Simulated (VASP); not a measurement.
Wanted: the native input for a VASP 6.6.1 run.

```
Task                   : relaxation of cell and atoms
Functional             : PBEsol
Potentials or basis    : VASP PAW PBE potentials, release 64 (Hf_pv)
Cutoff                 : 600 eV
k mesh                 : 5 × 5 × 5
Occupations            : fermi-dirac, width 0.1 eV
Spin                   : no spin polarisation
Dipole correction      : no
Further INCAR settings : ALGO = Normal; EDIFF = 1e-07; IBRION = 2; EDIFFG = -0.01; NSW = 80; ISIF = 3
```

The structure of Hf lies in POSCAR:

```
Hf
1.0
    5.6361846402      0.0000000000      0.0000000000
    0.0000000000      5.6361846402      0.0000000000
    0.0000000000      0.0000000000      5.6361846402
Hf
8
Direct
    0.0000000000      0.0000000000      0.0000000000
    0.5000000000      0.5000000000      0.5000000000
    0.2500000000      0.0000000000      0.5000000000
    0.7500000000      0.0000000000      0.5000000000
    0.5000000000      0.2500000000      0.0000000000
    0.5000000000      0.7500000000      0.0000000000
    0.0000000000      0.5000000000      0.2500000000
    0.0000000000      0.5000000000      0.7500000000
```

One way to write it, as run:

INCAR

```
SYSTEM = Hf
PREC = Accurate ; ENCUT = 600
EDIFF = 1E-7 ; ISMEAR = -1
SIGMA = 0.1 ; LREAL = .FALSE.
LASPH = .TRUE. ; NELM = 100
ALGO = Normal ; ISIF = 3
LWAVE = .FALSE. ; LCHARG = .FALSE.
GGA = PS ; IBRION = 2
NSW = 80 ; EDIFFG = -0.01
```

KPOINTS

```
Automatic mesh
0
G
  5 5 5
  0 0 0
```

Potentials or basis: VASP PAW PBE potentials, release 64 (Hf_pv).

The run is started by

```bash
$ cat potpaw_PBE.64/Hf_pv/POTCAR > POTCAR
$ mpirun -np 1 vasp_std > vasp.out
```

Results of the run:

```
Relaxed volume                        : 21.47 Å³/atom
Relaxed cell                          : a = 5.559 Å, b = 5.559 Å, c = 5.559 Å, α = 90.00°, β = 90.00°, γ = 90.00°
Space group after relaxing (to 0.1 Å) : Pm-3n (No. 223)
Energy gained by relaxing             : 11.8 meV/atom
Ionic steps                           : 3
Pressure after relaxing               : 0.0 GPa
Band gap on the k mesh                : zero (bands 40 and 41 overlap by 0.55 eV)
```

Caveat: the PAW data sets were made with another functional, which shifts forces and pressure a little; spin-orbit coupling is left out, which moves the levels of the heavy elements.

Run time: 3.7 min on 1 thread of Intel(R) Xeon(R) Platinum 8488C (Sapphire Rapids) (shared host), peak memory 0.36 GiB.
